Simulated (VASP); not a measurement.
# DyGe3P (P4mm) in VASP: a series of runs

DyGe3P is run at these levels: PBE; tasks: relaxation of cell and atoms, single point.

Program: VASP 6.6.1. These are calculated values, not measurements. Logs are shortened: lines on timing, memory, paths and dates and some standing lists are left out, and cuts for length are marked.

## (1) The cell of the first run

It takes space group P4mm (No. 99, tetragonal). The conventional cell has a = 4.250 Å, b = 4.250 Å, c = 5.387 Å, α = 90.00°, β = 90.00°, γ = 90.00°. Within 4.0 Å of Dy (site symmetry 4mm) lie 12 Ge at 3.07 to 3.52 Å and 4 P at 3.46 Å. Ge (site symmetry 4mm) has 2 P at 2.37 to 3.02 Å and 4 Ge at 3.03 Å and 4 Dy at 3.07 Å within 3.1 Å. Ge (site symmetry 2mm) has 2 P at 2.29 Å and 6 Ge at 3.01 to 3.03 Å within 3.1 Å. Within 3.1 Å of P (site symmetry 4mm) lie 6 Ge at 2.29 to 3.02 Å.

The cell was generated, and may not be a known phase.

## (2) Relaxation of cell and atoms, PBE

Input file INCAR:

```
SYSTEM = DyGe3P
PREC     = Accurate       ! precision mode
ENCUT    = 500            ! plane-wave cutoff, eV
EDIFF    = 1E-7           ! SCF threshold, eV
ISMEAR   = 0              ! smearing method
SIGMA    = 0.1            ! smearing width, eV
LREAL    = .False.        ! projectors in reciprocal space
LASPH    = .True.         ! aspherical terms in the spheres
NELM     = 200            ! most SCF steps
ALGO     = Normal         ! electronic algorithm
ISIF     = 3              ! what is computed and relaxed
LWAVE    = .False.        ! write WAVECAR
LCHARG   = .False.        ! write CHGCAR
GGA      = PE             ! functional
IBRION   = 2              ! ionic algorithm
NSW      = 90             ! ionic steps
EDIFFG   = -0.04          ! ionic threshold
GGA_COMPAT= .False.      
NELMIN   = 4            
LMAXMIX  = 6              ! l up to which the mixer works
```

Input file KPOINTS:

```
Automatic mesh
0
Gamma
  4 4 4
  0 0 0
```

Input file POSCAR:

```
DyGe3P
1.0
    4.2504558100      0.0000000000      0.0000000000
    0.0000000000      4.2504558100      0.0000000000
    0.0000000000      0.0000000000      5.3874331000
Dy Ge P
1 3 1
Direct
    0.0000000000      0.0000000000      0.0000000000
    0.5000000000      0.5000000000      0.1201000000
    0.0000000000      0.5000000000      0.5209000100
    0.5000000000      0.0000000000      0.5209000100
    0.5000000000      0.5000000000      0.6800000100
```

Potentials or basis: VASP PAW PBE potentials, release 64 (Dy_3, Ge_d, P), 4f in core.

The run is started by

```bash
$ cat potpaw_PBE.64/Dy_3/POTCAR potpaw_PBE.64/Ge_d/POTCAR potpaw_PBE.64/P/POTCAR > POTCAR
$ mpirun -np 1 vasp_std > vasp.out
```

OUTCAR:

```text
SYSTEM = DyGe3P
   PREC = Accurate
   ENCUT = 500
   EDIFF = 1E-7
   ISMEAR = 0
   LREAL = .False.
   LASPH = .True.
   NELM = 200
   ISIF = 3
   GGA = PE
   IBRION = 2
   NSW = 90
   EDIFFG = -0.04
   NELMIN = 4

 ion  position               nearest neighbor table
   1  0.000  0.000  0.000-   2 3.07   2 3.07   2 3.07   2 3.07   3 3.34   4 3.34   4 3.34   3 3.34

   2  0.500  0.500  0.120-   5 2.37   1 3.07   1 3.07   1 3.07   1 3.07
   3  0.000  0.500  0.521-   5 2.29   5 2.29   1 3.34   1 3.34
   4  0.500  0.000  0.521-   5 2.29   5 2.29   1 3.34   1 3.34
   5  0.500  0.500  0.680-   3 2.29   4 2.29   4 2.29   3 2.29   2 2.37

  LATTYP: Found a simple tetragonal cell.
 ALAT       =     4.2504558100
 C/A-ratio  =     1.2674953795

  Lattice vectors:

 A1 = (   4.2504558100,   0.0000000000,   0.0000000000)
 A2 = (   0.0000000000,   4.2504558100,   0.0000000000)
 A3 = (   0.0000000000,   0.0000000000,   5.3874331000)

Analysis of symmetry for initial positions (statically):
=====================================================================
 Subroutine PRICEL returns:
 Original cell was already a primitive cell.

 Routine SETGRP: Setting up the symmetry group for a
 simple tetragonal supercell.

 Subroutine GETGRP returns: Found  8 space group operations
 (whereof  8 operations were pure point group operations)
 out of a pool of 16 trial point group operations.

The static configuration has the point symmetry C_4v.

Analysis of symmetry for dynamics (positions and initial velocities):
=====================================================================
 Subroutine PRICEL returns:
 Original cell was already a primitive cell.

 Routine SETGRP: Setting up the symmetry group for a
 simple tetragonal supercell.

 Subroutine GETGRP returns: Found  8 space group operations
 (whereof  8 operations were pure point group operations)
 out of a pool of 16 trial point group operations.

The dynamic configuration has the point symmetry C_4v.

 Subroutine INISYM returns: Found  8 space group operations
 (whereof  8 operations are pure point group operations),
 and found     1 'primitive' translations

----------------------------------------------------------------------------------------

                                     Primitive cell

  volume of cell :      97.3314

  direct lattice vectors                    reciprocal lattice vectors
     4.250455810  0.000000000  0.000000000     0.235268885  0.000000000  0.000000000
     0.000000000  4.250455810  0.000000000     0.000000000  0.235268885  0.000000000
     0.000000000  0.000000000  5.387433100     0.000000000  0.000000000  0.185617154

  length of vectors
     4.250455810  4.250455810  5.387433100     0.235268885  0.235268885  0.185617154

  position of ions in fractional coordinates (direct lattice)
     0.000000000  0.000000000  0.000000000
     0.500000000  0.500000000  0.120100000
     0.000000000  0.500000000  0.520900010
     0.500000000  0.000000000  0.520900010
     0.500000000  0.500000000  0.680000010

  ion indices of the primitive-cell ions
   primitive index   ion index
                 1           1
                 2           2
                 3           3
                 4           4
                 5           5

----------------------------------------------------------------------------------------

 KPOINTS: Automatic mesh

Automatic generation of k-mesh.
 Grid dimensions read from file:
 generate k-points for:    4    4    4

 Generating k-lattice:

  Cartesian coordinates                     Fractional coordinates (reciprocal lattice)
     0.058817221  0.000000000  0.000000000     0.250000000  0.000000000  0.000000000
     0.000000000  0.058817221  0.000000000     0.000000000  0.250000000  0.000000000
     0.000000000  0.000000000  0.046404289     0.000000000  0.000000000  0.250000000

  Length of vectors
     0.058817221  0.058817221  0.046404289

  Shift w.r.t. Gamma in fractional coordinates (k-lattice)
     0.000000000  0.000000000  0.000000000

 Subroutine IBZKPT returns following result:
 ===========================================

 Found     18 irreducible k-points:

 Following reciprocal coordinates:
            Coordinates               Weight
  0.000000  0.000000  0.000000      1.000000
  0.250000  0.000000  0.000000      4.000000
  0.500000  0.000000  0.000000      2.000000
  0.250000  0.250000  0.000000      4.000000
  0.500000  0.250000  0.000000      4.000000
  0.500000  0.500000  0.000000      1.000000
[... 10 lines left out ...]
  0.500000  0.250000  0.500000      4.000000
  0.500000  0.500000  0.500000      1.000000
   k-points           NKPTS =     18   k-points in BZ     NKDIM =     18   number of bands    NBANDS=     33
   number of dos      NEDOS =    301   number of ions     NIONS =      5
   total plane-waves  NPLWV =  40960
   dimension x,y,z NGX =    32 NGY =   32 NGZ =   40
   dimension x,y,z NGXF=    64 NGYF=   64 NGZF=   80
   ions per type =               1   3   1
   NGX,Y,Z   is equivalent  to a cutoff of  12.52, 12.52, 12.34 a.u.
   NGXF,Y,Z  is equivalent  to a cutoff of  25.03, 25.03, 24.69 a.u.
 SYSTEM =  DyGe3P
   PREC   = accura    normal or accurate (medium, high low for compatibility)
   ISTART =      0    job   : 0-new  1-cont  2-samecut
   ICHARG =      2    charge: 1-file 2-atom 10-const
   ISPIN  =      1    spin polarized calculation?
   LNONCOLLINEAR =      F non collinear calculations
   LSORBIT =      F    spin-orbit coupling
   LASPH  =      T    aspherical Exc in radial PAW
   ENCUT  =  500.0 eV  36.75 Ry    6.06 a.u.   7.75  7.75  9.82*2*pi/ulx,y,z
   NELM   =    200;   NELMIN=  4; NELMDL= -5     # of ELM steps
   EDIFF  = 0.1E-06   stopping-criterion for ELM
   LREAL  =      F    real-space projection
   EDIFFG = -.4E-01   stopping-criterion for IOM
   NSW    =     90    number of steps for IOM
   IBRION =      2    ionic relax: 0-MD 1-quasi-New 2-CG
   NFREE  =      1    steps in history (QN), initial steepest desc. (CG)
   ISIF   =      3    stress and relaxation
   ISYM   =      2    0-nonsym 1-usesym 2-fastsym
   POTIM  = 0.5000    time-step for ionic-motion
   TEBEG  =    0.0;   TEEND  =   0.0 temperature during run
   PSTRESS=    0.0 pullay stress
   NELECT =      56.0000    total number of electrons
   NUPDOWN=      -1.0000    fix difference up-down
   EMIN   =  10.00;   EMAX   =-10.00  energy-range for DOS
   EFERMI =   0.00;   METHOD = LEGACY
   ISMEAR =     0;   SIGMA  =   0.10  broadening in eV -4-tet -1-fermi 0-gaus
   EFERMI_NEDOS =   21; number of points for ismear=-14 and -15
   IALGO  =     38    algorithm
   IMIX   =      4    mixing-type and parameters
     AMIX     =   0.40;   BMIX     =  1.00
     AMIX_MAG =   1.60;   BMIX_MAG =  1.00
  volume/ion in A,a.u.               =      19.47       131.36
  Fermi-wavevector in a.u.,A,eV,Ry     =   1.361611  2.573073 25.225009  1.853986
  Thomas-Fermi vector in A             =   2.488173
   LORBIT       =      0    0 simple, 1 ext, 2 COOP (PROOUT), +10 PAW based schemes
   GGA     = PE    functional components
   LHFCALC =     F    Hartree Fock is set to
   AEXX    =    0.0000 exact exchange contribution
   IVDW    =     0    specifies the selected vdW correction
   LEPSILON=     F    determine dielectric tensor
   LRPA    =     F    only Hartree local field effects (RPA)
 conjugate gradient relaxation of ions
 non-spin polarized calculation
 Gauss-broadening in eV      SIGMA  =   0.10
  energy-cutoff  :      500.00
  volume of cell :       97.33
 maximum number of plane-waves:      2491
 NGX is ok and might be reduce to    32
   NGX = 15   NGY = 15   NGZ = 19

--------------------------------------- Ionic step        1  -------------------------------------------

 number of electron      56.0000004 magnetization

 Free energy of the ion-electron system (eV)
  ---------------------------------------------------
  ext. energy  EPLUGINS =         0.00000000
  ---------------------------------------------------
  free energy    TOTEN  =       -22.54045703 eV

  energy without entropy =      -22.53089138  energy(sigma->0) =      -22.53567420

------------------------ aborting loop because EDIFF is reached ----------------------------------------

  FORCE on cell =-STRESS in cart. coord.  units (eV):
  Direction    XX          YY          ZZ          XY          YZ          ZX
  --------------------------------------------------------------------------------------
  -------------------------------------------------------------------------------------
  Total        8.1382677      8.1382677      2.4481907      0.0000000      0.0000000      0.0000000
  in kB      133.9644773    133.9644773     40.2998038      0.0000000      0.0000000      0.0000000
  external PRESSURE =     102.7429195 kB  Pullay stress =       0.0000000 kB
[... 98 lines left out ...]
  FREE ENERGIE OF THE ION-ELECTRON SYSTEM (eV)
  ---------------------------------------------------
  free  energy   TOTEN  =       -23.1743908101 eV

  energy  without entropy=      -23.1666101564  energy(sigma->0) =      -23.17050048

[... ionic steps 4 to 33 ...]

--------------------------------------- Ionic step       34  -------------------------------------------

 number of electron      55.9999961 magnetization

------------------------ aborting loop because EDIFF is reached ----------------------------------------

  FORCE on cell =-STRESS in cart. coord.  units (eV):
  Direction    XX          YY          ZZ          XY          YZ          ZX
  --------------------------------------------------------------------------------------
  -------------------------------------------------------------------------------------
  Total        0.0109437      0.0109437      0.0304406      0.0000000      0.0000000      0.0000000
  in kB        0.1650088      0.1650088      0.4589843      0.0000000      0.0000000      0.0000000
  external PRESSURE =       0.2630007 kB  Pullay stress =       0.0000000 kB
[... 63 lines left out ...]
  energy  without entropy=      -24.7692089845  energy(sigma->0) =      -24.76979086

--------------------------------------- Ionic step       36  -------------------------------------------

 number of electron      55.9999953 magnetization

 Free energy of the ion-electron system (eV)
  ---------------------------------------------------
  ext. energy  EPLUGINS =         0.00000000
  ---------------------------------------------------
  free energy    TOTEN  =       -24.77075204 eV

  energy without entropy =      -24.76955799  energy(sigma->0) =      -24.77015502

 E-fermi :   5.7377     XC(G=0): -10.5927

 val. band max:        5.5908979430   @ k =   0.5000   0.0000   0.0000
 cond. band min:       5.8740923017   @ k =   0.2500   0.0000   0.5000
 fundamental gap:      0.2831943587
 Fermi energy:         5.7376876371

 k-point     1 :       0.0000    0.0000    0.0000
  band No.  band energies     occupation
      1     -19.0673      2.00000
      2     -19.0213      2.00000
      3     -19.0063      2.00000
      4     -19.0024      2.00000
      5     -19.0024      2.00000
      6     -18.9377      2.00000
[... 669 lines left out ...]
  FREE ENERGIE OF THE ION-ELECTRON SYSTEM (eV)
  ---------------------------------------------------
  free  energy   TOTEN  =       -24.7707520424 eV

  energy  without entropy=      -24.7695579896  energy(sigma->0) =      -24.77015502

 reached required accuracy - stopping structural energy minimisation
```

Wall time 13 min (1 thread of Intel Xeon 6975P-C (Granite Rapids), shared host); peak memory 0.25 GiB.

What came out:

* Free energy: -24.7708 eV
* Relaxed volume: 21.29 Å³/atom
* Relaxed cell: a = 3.951 Å, b = 3.951 Å, c = 6.822 Å, α = 90.00°, β = 90.00°, γ = 90.00°
* Space group after relaxing (to 0.1 Å): P4mm (No. 99)
* Energy gained by relaxing: 446.1 meV/atom
* Ionic steps: 36
* Pressure after relaxing: -0.1 GPa
* Largest force after relaxing: 0.040 eV/Å
* Band gap on the k mesh: zero (bands 28 and 29 overlap by 1.60 eV)

Forces on the atoms (eV/Å):
```
Dy   0.000  0.000 -0.040
Ge   0.000  0.000  0.011
Ge   0.000  0.000  0.008
Ge   0.000  0.000  0.008
P    0.000  0.000  0.012
```

Step by step:
```csv
step,energy change (eV),largest force (eV/Å),pressure (GPa),volume (Å³)
1,0.0000,2.3754,10.27,97.33
2,-0.5870,0.6258,-3.56,115.89
3,-0.6339,0.7205,-1.32,111.16
4,-0.7343,0.6788,-0.90,109.53
5,-0.9496,0.7493,1.11,104.71
6,-0.5846,1.6544,10.65,95.50
7,-0.9821,0.6963,2.17,103.05
8,-0.9919,0.5762,3.49,101.35
9,-1.0362,0.2322,3.19,101.65
10,-1.1113,0.5199,2.70,102.51
11,-1.1876,0.6419,1.40,103.99
12,-1.3108,0.8829,-1.99,108.42
13,-1.3178,0.9009,-2.84,109.72
14,-1.4067,0.6843,-2.48,108.49
15,-1.5696,0.6713,-0.33,104.53
16,-1.5782,0.8041,0.98,103.15
17,-1.6306,0.8172,0.80,103.85
18,-1.7178,0.8508,-0.21,105.66
19,-1.7206,0.8377,-0.04,105.25
20,-1.8008,0.7538,-0.53,105.77
21,-1.9810,0.8737,-1.32,107.34
22,-2.0446,1.4010,-0.79,110.48
23,-2.0765,1.2243,-1.26,109.25
24,-2.1776,0.5581,0.60,106.68
25,-2.1853,0.3824,1.57,105.64
26,-2.2071,0.4065,-0.64,108.56
27,-2.2136,0.2063,0.03,107.60
28,-2.2202,0.1533,-0.19,107.60
29,-2.2216,0.1975,-0.34,107.59
30,-2.2263,0.1597,0.07,106.64
31,-2.2272,0.1127,0.63,105.54
32,-2.2275,0.1278,0.49,105.88
33,-2.2298,0.0481,0.01,106.27
34,-2.2298,0.0483,0.03,106.26
35,-2.2299,0.0457,-0.01,106.31
36,-2.2303,0.0396,-0.06,106.47
```

Final structure:
```
Dy Ge P
1.0
     3.95052    0.00000    0.00000
     0.00000    3.95052    0.00000
     0.00000    0.00000    6.82188
Dy Ge P
1 3 1
Direct
  0.00000 0.00000 0.90724
  0.50000 0.50000 0.18397
  0.00000 0.50000 0.46245
  0.50000 0.00000 0.46245
  0.50000 0.50000 0.82578
```

Levels at points of the mesh, in eV from the Fermi level:
```tsv
k point	band 26	band 27	band 28	band 29	band 30	band 31
(0.00, 0.00, 0.00)	-0.72	-0.68	-0.68	-0.49	0.59	0.59
(0.50, 0.00, 0.00)	-1.28	-0.15	0.71	0.90	0.94	1.94
(0.50, 0.50, 0.00)	-3.40	-2.32	-2.32	1.56	2.29	2.82
(0.00, 0.00, 0.50)	-1.32	-1.32	-0.91	1.29	1.76	1.76
(0.50, 0.00, 0.50)	-1.76	-0.78	0.39	0.48	0.96	1.83
(0.50, 0.50, 0.50)	-3.14	-2.04	-0.89	-0.89	0.43	0.74
```

Caveat: the k points lie up to 0.40 Å⁻¹ apart in the final cell, too coarse for converged energies and pressures of a metal; a cell axis changed by over 15 % at a fixed basis, so the end point is rough; spin-orbit coupling is left out, which moves the levels of the heavy elements; the 4f electrons are frozen in the core, so they carry no moment and show no levels.

(Part 1 of 2 ends here.)

The gap in the log of VASP goes by the Fermi energy; the results here count the filled bands.